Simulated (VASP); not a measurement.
Input of a VASP 6.6.1 run:

POSCAR

```
Al
1.0
    0.0000000000      2.0467958055      2.0467958055
    2.0467958055      0.0000000000      2.0467958055
    2.0467958055      2.0467958055      0.0000000000
Al
1
Direct
    0.0000000000      0.0000000000      0.0000000000
```

INCAR.step1

```
ALGO = Normal
EDIFF = 1E-5
ENCUT = 550
GGA = PE
GGA_COMPAT = F
ISMEAR = -1
LASPH = T
LCHARG = F
LREAL = F
LWAVE = T
NBANDS = 8
NELM = 120
PREC = Accurate
SIGMA = 0.1
```

File INCAR.step2:

```
ALGO = Normal
EDIFF = 1E-6
ENCUT = 550
GGA_COMPAT = F
ISIF = 2
ISMEAR = -1
ISTART = 1
LASPH = T
LCHARG = T
LELF = T
LMIXTAU = T
LREAL = F
LVHAR = T
LWAVE = F
METAGGA = R2SCAN
NBANDS = 8
NELM = 120
PREC = Accurate
SIGMA = 0.1
```

KPOINTS

```
k-points
0
Gamma
  14 14 14
```

Potentials or basis: VASP PAW PBE potentials, release 64 (Al).

Launch:

```sh
$ cat potpaw_PBE.64/Al/POTCAR > POTCAR
$ cp INCAR.step1 INCAR
$ mpirun -np 1 vasp_std > vasp.out
$ cp INCAR.step2 INCAR
$ mpirun -np 1 vasp_std > vasp.out
```

Task: Estimate the band gap on the k mesh.

Result: Zero (an odd number of electrons rules out a gap without spin polarisation).

Task: Predict the pressure.

Result: -6.2 GPa.

Caveat: the cell stands under tension; the PAW data sets were made with another functional, which shifts forces and pressure a little.
